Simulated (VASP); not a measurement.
Runs of VASP 6.6.1 on HgTe (Coloradoite). The structure is that of space group F-43m (No. 216), or close to it. The cells are those of the table. 

| task | level | potentials or basis | cell | gap on the mesh (eV) | pressure (GPa) |
| --- | --- | --- | --- | --- | --- |
| single point | r2SCAN | VASP PAW PBE potentials, release 64 (Hg, Te) | a = 4.584 Å, angles 60.0°, 2 atoms | none | 1.9 |
| single point | PBEsol | VASP PAW PBE potentials, release 64 (Hg, Te) | a = 4.603 Å, angles 60.0°, 2 atoms | none | 0.1 |
| single point | PBE | VASP PAW PBE potentials, release 64 (Hg, Te) | a = 4.705 Å, angles 60.0°, 2 atoms | none | 0.0 |
| single point | r2SCAN | VASP PAW PBE potentials, release 64 (Hg, Te) | a = 4.708 Å, angles 60.0°, 2 atoms | none | (a) |
| single point | r2SCAN | VASP PAW PBE potentials, release 64 (Hg, Te) | a = 4.552 Å, angles 60.0°, 2 atoms | none | 3.0 |
| single point | r2SCAN | VASP PAW PBE potentials, release 64 (Hg, Te) | a = 4.647 Å, angles 60.0°, 2 atoms | none | 0.1 |
| relaxation of the atoms | r2SCAN | VASP PAW PBE potentials, release 64 (Hg, Te) | atoms relaxed from a = 4.552 Å, angles 60.0°, 2 atoms | none | 3.0 |
| single point | LDA | VASP PAW LDA potentials, release 64 (Hg, Te) | a = 4.550 Å, angles 60.0°, 2 atoms | none | 0.3 |

Alike in all rows: no spin polarisation; k mesh 9 × 9 × 9; cutoff (eV) 520; smearing fermi-dirac 0.1 eV.

Task: Fill in the values left out.

Result: (a) -1.4.

Caveats: spin-orbit coupling is left out, which moves the levels of the heavy elements; the PAW data sets were made with another functional, which shifts forces and pressure a little (some runs); the relaxation stopped at its first step, so nothing moved (some runs).

A k mesh can miss the band edges, and the runs leave out spin-orbit coupling on Hg, Te.

A gap of «none» marks levels without a gap at the run's occupations.
